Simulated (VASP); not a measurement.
# PtS2 (P-3m1) in VASP: a series of runs, part 2 of 2

VASP 6.6.1.

## (5) Single point, PBE

This run uses another cell than the first one, of 22.79 Å³/atom.

INCAR

```
SYSTEM = PtS2
  PREC = Accurate
  ENCUT = 520
  EDIFF = 1E-6
  ISMEAR = 0
  SIGMA = 0.05
  LREAL = .False.
  LASPH = .True.
  NELM = 80
  ALGO = Normal
  ISIF = 2
  LWAVE = .False.
  LCHARG = .True.
  GGA = PE
  LELF = .True.
  LVHAR = .True.
  NBANDS = 18
```

KPOINTS

```
Automatic mesh
0
Gamma
  9 9 4
  0 0 0
```

POSCAR

```
PtS2
1.0
    3.5765911006      0.0000000000      0.0000000000
   -1.7882955503      3.0974187520      0.0000000000
    0.0000000000      0.0000000000      6.1718000000
Pt S
1 2
Direct
    0.0000000000      0.0000000000      0.0000000000
    0.3333333333      0.6666666667      0.1987912395
    0.6666666667      0.3333333333      0.8012087605
```

Potentials or basis: VASP PAW PBE potentials, release 64 (Pt, S).

Started as:

```bash
$ cat potpaw_PBE.64/Pt/POTCAR potpaw_PBE.64/S/POTCAR > POTCAR
$ mpirun -np 1 vasp_std > vasp.out
```

OUTCAR:

```text
SYSTEM = PtS2
   PREC = Accurate
   ENCUT = 520
   EDIFF = 1E-6
   ISMEAR = 0
   LREAL = .False.
   LASPH = .True.
   NELM = 80
   ISIF = 2
   GGA = PE

 ion  position               nearest neighbor table
   1  0.000  0.000  0.000-   2 2.40   3 2.40   2 2.40   3 2.40   3 2.40   2 2.40
   2  0.333  0.667  0.199-   1 2.40   1 2.40   1 2.40
   3  0.667  0.333  0.801-   1 2.40   1 2.40   1 2.40

  LATTYP: Found a hexagonal cell.
 ALAT       =     3.5765911006
 C/A-ratio  =     1.7256096172

  Lattice vectors:

 A1 = (   3.5765911006,   0.0000000000,   0.0000000000)
 A2 = (  -1.7882955503,   3.0974187520,   0.0000000000)
 A3 = (   0.0000000000,   0.0000000000,   6.1718000000)

Analysis of symmetry for initial positions (statically):
=====================================================================
 Subroutine PRICEL returns:
 Original cell was already a primitive cell.

 Routine SETGRP: Setting up the symmetry group for a
 hexagonal supercell.

 Subroutine GETGRP returns: Found 12 space group operations
 (whereof 12 operations were pure point group operations)
 out of a pool of 24 trial point group operations.

The static configuration has the point symmetry D_3d.

Analysis of symmetry for dynamics (positions and initial velocities):
=====================================================================
 Subroutine PRICEL returns:
 Original cell was already a primitive cell.

 Routine SETGRP: Setting up the symmetry group for a
 hexagonal supercell.

 Subroutine GETGRP returns: Found 12 space group operations
 (whereof 12 operations were pure point group operations)
 out of a pool of 24 trial point group operations.

The dynamic configuration has the point symmetry D_3d.

 Subroutine INISYM returns: Found 12 space group operations
[... 109 lines left out ...]
   PSTRESS=    0.0 pullay stress
   NELECT =      22.0000    total number of electrons
   NUPDOWN=      -1.0000    fix difference up-down
   EMIN   =  10.00;   EMAX   =-10.00  energy-range for DOS
   EFERMI =   0.00;   METHOD = LEGACY
   ISMEAR =     0;   SIGMA  =   0.05  broadening in eV -4-tet -1-fermi 0-gaus
   EFERMI_NEDOS =   21; number of points for ismear=-14 and -15
   IALGO  =     38    algorithm
   IMIX   =      4    mixing-type and parameters
     AMIX     =   0.40;   BMIX     =  1.00
     AMIX_MAG =   1.60;   BMIX_MAG =  1.00
  volume/ion in A,a.u.               =      22.79       153.80
  Fermi-wavevector in a.u.,A,eV,Ry     =   1.121817  2.119927 17.122572  1.258474
  Thomas-Fermi vector in A             =   2.258473
   LORBIT       =      0    0 simple, 1 ext, 2 COOP (PROOUT), +10 PAW based schemes
   GGA     = PE    functional components
   LHFCALC =     F    Hartree Fock is set to
   AEXX    =    0.0000 exact exchange contribution
   IVDW    =     0    specifies the selected vdW correction
   LEPSILON=     F    determine dielectric tensor
   LRPA    =     F    only Hartree local field effects (RPA)
 non-spin polarized calculation
 Gauss-broadening in eV      SIGMA  =   0.05
  energy-cutoff  :      520.00
  volume of cell :       68.37
 maximum number of plane-waves:      1882
 NGX is ok and might be reduce to    28
   NGX = 13   NGY = 13   NGZ = 23

 number of electron      21.9999996 magnetization

 Free energy of the ion-electron system (eV)
  ---------------------------------------------------
  ext. energy  EPLUGINS =         0.00000000
  ---------------------------------------------------
  free energy    TOTEN  =       -15.46421345 eV

  energy without entropy =      -15.46421345  energy(sigma->0) =      -15.46421345

 E-fermi :   3.8803     XC(G=0):  -9.2165

 val. band max:        3.6267288934   @ k =   0.0000   0.2222   0.2500
 cond. band min:       5.0875702988   @ k =   0.0000   0.2222   0.2500
 fundamental gap:      1.4608414054
 Fermi energy:         3.8802709170

 k-point     1 :       0.0000    0.0000    0.0000
  band No.  band energies     occupation
      1     -10.5378      2.00000
      2      -8.2567      2.00000
      3      -2.0682      2.00000
      4      -2.0682      2.00000
      5      -1.8708      2.00000
      6       0.6116      2.00000
[... 481 lines left out ...]
      5      -1.0937      2.00000
      6      -0.5085      2.00000
[... 10 lines left out ...]
     17      12.9402      0.00000
     18      14.0401      0.00000

 [... further k-points ...]
[... 5 lines left out ...]
  --------------------------------------------------------------------------------------
  -------------------------------------------------------------------------------------
  Total       -0.1306153     -0.1306153     -0.0610402     -0.0000000      0.0000000      0.0000000
  in kB       -3.0607203     -3.0607203     -1.4303610     -0.0000000      0.0000000      0.0000000
  external PRESSURE =      -2.5172672 kB  Pullay stress =       0.0000000 kB

 VOLUME and BASIS-vectors are now :
 -----------------------------------------------------------------------------
  energy-cutoff  :      520.00
  volume of cell :       68.37
      direct lattice vectors                 reciprocal lattice vectors
     3.576591101  0.000000000  0.000000000     0.279595842  0.161424735  0.000000000
    -1.788295550  3.097418752  0.000000000     0.000000000  0.322849469  0.000000000
     0.000000000  0.000000000  6.171800000     0.000000000  0.000000000  0.162027285

 POSITION                                       TOTAL-FORCE (eV/Angst)
 -----------------------------------------------------------------------------------
      0.00000      0.00000      0.00000        -0.000000      0.000000      0.000000
     -0.00000      2.06495      1.22690         0.000000      0.000000     -0.035209
      1.78830      1.03247      4.94490        -0.000000      0.000000      0.035209
 -----------------------------------------------------------------------------------
    total drift:                               -0.000000      0.000000     -0.000000

  FREE ENERGIE OF THE ION-ELECTRON SYSTEM (eV)
  ---------------------------------------------------
  free  energy   TOTEN  =       -15.4642134461 eV

  energy  without entropy=      -15.4642134461  energy(sigma->0) =      -15.46421345
```

stdout:

```text
POSCAR found type information on POSCAR PtS
 POSCAR found :  2 types and       3 ions
 scaLAPACK will be used
 LDA part: xc-table for (Slater+PW92), standard interpolation
 POSCAR, INCAR and KPOINTS ok, starting setup
 FFT: planning ... GRIDC
 FFT: planning ... GRID_SOFT
 FFT: planning ... GRID
 WAVECAR not read
 entering main loop
```

It took 29 s on 1 thread of Intel Xeon Platinum 8559C (Emerald Rapids), shared host; peak memory 0.21 GiB.

What came out:

- Free energy: -15.4642 eV
- Pressure: -0.3 GPa
- Largest force: 0.035 eV/Å
- Band gap on the k mesh: 1.46 eV

Forces in eV/Å, atoms in the order of the input:
```
Pt   0.000  0.000  0.000
S    0.000  0.000 -0.035
S    0.000  0.000  0.035
```

Caveat: spin-orbit coupling is left out, which moves the levels of the heavy elements; an odd mesh through Γ misses points on the zone boundary, where band edges can lie; this functional lacks dispersion, which binds the layers, so the pressure and a relaxed spacing across them are unreliable.

## (6) Single point, PBE

This run uses another cell than the first one, of 22.90 Å³/atom.

INCAR

```
PREC = Accurate
ENCUT = 520
EDIFF = 1E-6
ISMEAR = 0
SIGMA = 0.05
LREAL = F
LASPH = T
NELM = 100
ALGO = Normal
ISIF = 2
LWAVE = F
LCHARG = F
GGA = PE
NBANDS = 18
```

KPOINTS

```
regular mesh
0
Gamma
  9 9 4
```

POSCAR

```
PtS2
1.0
    3.4514000000      0.0000000000      0.0000000000
   -1.7257000000      2.9890000786      0.0000000000
    0.0000000000      0.0000000000      6.6591000000
Pt S
1 2
Direct
    0.0000000000      0.0000000000      0.0000000000
    0.3333333333      0.6666666667      0.1951836575
    0.6666666667      0.3333333333      0.8048163425
```

Potentials or basis: VASP PAW PBE potentials, release 64 (Pt, S).

Started as:

```bash
$ cat potpaw_PBE.64/Pt/POTCAR potpaw_PBE.64/S/POTCAR > POTCAR
$ mpirun -np 1 vasp_std > vasp.out
```

OUTCAR:

```text
PREC = Accurate
   ENCUT = 520
   EDIFF = 1E-6
   ISMEAR = 0
   LREAL = F
   LASPH = T
   NELM = 100
   ISIF = 2
   GGA = PE

 ion  position               nearest neighbor table
   1  0.000  0.000  0.000-   2 2.38   3 2.38   2 2.38   3 2.38   3 2.38   2 2.38
   2  0.333  0.667  0.195-   1 2.38   1 2.38   1 2.38
   3  0.667  0.333  0.805-   1 2.38   1 2.38   1 2.38

  LATTYP: Found a hexagonal cell.
 ALAT       =     3.4514000000
 C/A-ratio  =     1.9293909718

  Lattice vectors:

 A1 = (   3.4514000000,   0.0000000000,   0.0000000000)
 A2 = (  -1.7257000000,   2.9890000786,   0.0000000000)
 A3 = (   0.0000000000,   0.0000000000,   6.6591000000)

Analysis of symmetry for initial positions (statically):
=====================================================================
 Subroutine PRICEL returns:
 Original cell was already a primitive cell.

 Routine SETGRP: Setting up the symmetry group for a
 hexagonal supercell.

 Subroutine GETGRP returns: Found 12 space group operations
[... 161 lines left out ...]
  ---------------------------------------------------
  ext. energy  EPLUGINS =         0.00000000
  ---------------------------------------------------
  free energy    TOTEN  =       -15.37398089 eV

  energy without entropy =      -15.37398089  energy(sigma->0) =      -15.37398089

 E-fermi :   3.7735     XC(G=0):  -9.1034

 val. band max:        3.5421642293   @ k =   0.1111   0.1111   0.5000
 cond. band min:       5.1474346244   @ k =   0.2222   0.2222   0.0000
 fundamental gap:      1.6052703951
 Fermi energy:         3.7734853870

 k-point     1 :       0.0000    0.0000    0.0000
  band No.  band energies     occupation
      1     -10.7467      2.00000
      2      -8.6275      2.00000
      3      -2.2481      2.00000
      4      -2.0482      2.00000
      5      -2.0482      2.00000
      6       0.4954      2.00000
[... 481 lines left out ...]
      5      -1.2392      2.00000
      6      -0.8111      2.00000
[... 10 lines left out ...]
     17      13.1929      0.00000
     18      13.8964      0.00000

 [... further k-points ...]
[... 5 lines left out ...]
  --------------------------------------------------------------------------------------
  -------------------------------------------------------------------------------------
  Total        2.5284298      2.5284298     -0.1175133      0.0000000      0.0000000     -0.0000000
  in kB       58.9691300     58.9691300     -2.7406967      0.0000000      0.0000000     -0.0000000
  external PRESSURE =      38.3991877 kB  Pullay stress =       0.0000000 kB

 VOLUME and BASIS-vectors are now :
 -----------------------------------------------------------------------------
  energy-cutoff  :      520.00
  volume of cell :       68.70
      direct lattice vectors                 reciprocal lattice vectors
     3.451400000  0.000000000  0.000000000     0.289737498  0.167280022  0.000000000
    -1.725700000  2.989000079  0.000000000     0.000000000  0.334560045  0.000000000
     0.000000000  0.000000000  6.659100000     0.000000000  0.000000000  0.150170443

 POSITION                                       TOTAL-FORCE (eV/Angst)
 -----------------------------------------------------------------------------------
      0.00000      0.00000      0.00000         0.000000      0.000000      0.000000
     -0.00000      1.99267      1.29975         0.000000     -0.000000     -0.043582
      1.72570      0.99633      5.35935        -0.000000      0.000000      0.043582
 -----------------------------------------------------------------------------------
    total drift:                               -0.000000     -0.000000     -0.000000

  FREE ENERGIE OF THE ION-ELECTRON SYSTEM (eV)
  ---------------------------------------------------
  free  energy   TOTEN  =       -15.3739808912 eV

  energy  without entropy=      -15.3739808912  energy(sigma->0) =      -15.37398089
```

OSZICAR:

```text
N       E                     dE             d eps       ncg     rms          rms(c)
DAV:   1     0.118471044548E+03    0.11847E+03   -0.10154E+04  1572   0.106E+03
DAV:   2    -0.103194863867E+02   -0.12879E+03   -0.12414E+03  1940   0.215E+02
DAV:   3    -0.166379318520E+02   -0.63184E+01   -0.62794E+01  2004   0.495E+01
DAV:   4    -0.167202339115E+02   -0.82302E-01   -0.82259E-01  2000   0.608E+00
DAV:   5    -0.167221502031E+02   -0.19163E-02   -0.19161E-02  2058   0.896E-01    0.186E+01
DAV:   6    -0.155991429403E+02    0.11230E+01   -0.57818E+00  1620   0.236E+01    0.116E+01
DAV:   7    -0.153987779206E+02    0.20037E+00   -0.11841E+00  1620   0.111E+01    0.564E+00
DAV:   8    -0.153769460215E+02    0.21832E-01   -0.65218E-02  1804   0.204E+00    0.106E+00
DAV:   9    -0.153736862237E+02    0.32598E-02   -0.11262E-02  1788   0.106E+00    0.216E-01
DAV:  10    -0.153739533574E+02   -0.26713E-03   -0.17557E-03  1880   0.277E-01    0.121E-01
DAV:  11    -0.153739725104E+02   -0.19153E-04   -0.86551E-05  1894   0.747E-02    0.531E-02
DAV:  12    -0.153739785954E+02   -0.60850E-05   -0.15320E-05  1756   0.341E-02    0.184E-02
DAV:  13    -0.153739803353E+02   -0.17399E-05   -0.24713E-06  1906   0.115E-02    0.517E-03
DAV:  14    -0.153739808912E+02   -0.55587E-06   -0.42456E-07  1340   0.446E-03
   1 F= -.15373981E+02 E0= -.15373981E+02  d E =-.431388E-12
```

It took 33 s on 1 thread of Intel Xeon Platinum 8559C (Emerald Rapids), shared host; peak memory 0.21 GiB.

What came out:

- Free energy: -15.3740 eV
- Pressure: 3.8 GPa
- Largest force: 0.044 eV/Å
- Band gap on the k mesh: 1.61 eV (least direct gap 1.71 eV)

Forces in eV/Å, atoms in the order of the input:
```
Pt   0.000  0.000  0.000
S    0.000  0.000 -0.044
S    0.000  0.000  0.044
```

Levels at points of the mesh, in eV from the valence-band top:
| k point | band 8 | band 9 | band 10 | band 11 | band 12 | band 13 | band 14 | band 15 |
| --- | --- | --- | --- | --- | --- | --- | --- | --- |
| (0.00, 0.00, 0.00) | -1.30 | -0.66 | -0.19 | -0.19 | 3.16 | 3.16 | 5.49 | 6.16 |
| (0.00, 0.00, 0.50) | -1.38 | -1.00 | -0.20 | -0.20 | 3.19 | 3.19 | 6.04 | 7.28 |

Caveat: the cell stands under pressure; spin-orbit coupling is left out, which moves the levels of the heavy elements; an odd mesh through Γ misses points on the zone boundary, where band edges can lie; this functional lacks dispersion, which binds the layers, so the pressure and a relaxed spacing across them are unreliable.

## (7) The runs side by side

```tsv
cell	gap on the mesh (eV)	pressure (GPa)	largest force (eV/Å)
a = 3.326, b = 3.326, c = 6.822 Å, angles 90.0, 90.0, 120.0°, 3 atoms, atomic positions A	1.29	8.4	0.05
a = 3.451, b = 3.451, c = 6.334 Å, angles 90.0, 90.0, 120.0°, 3 atoms, atomic positions B	1.51	4.2	0.04
a = 3.451, b = 3.451, c = 6.497 Å, angles 90.0, 90.0, 120.0°, 3 atoms, atomic positions C	1.56	4.0	0.04
a = 3.577, b = 3.577, c = 6.172 Å, angles 90.0, 90.0, 120.0°, 3 atoms, atomic positions C	1.46	-0.3	0.04
a = 3.451, b = 3.451, c = 6.659 Å, angles 90.0, 90.0, 120.0°, 3 atoms, atomic positions D	1.61	3.8	0.04
```

Alike in all rows: task single point; level PBE; potentials or basis VASP PAW PBE potentials, release 64 (Pt, S); no spin polarisation; k mesh 9 × 9 × 4; cutoff (eV) 520; smearing gaussian 0.05 eV.

Caveats: spin-orbit coupling is left out, which moves the levels of the heavy elements; an odd mesh through Γ misses points on the zone boundary, where band edges can lie; this functional lacks dispersion, which binds the layers, so the pressure and a relaxed spacing across them are unreliable; the cell stands under pressure (at least some runs).

Total energies depend on the potentials used, so only differences within one code and one set of settings carry meaning.
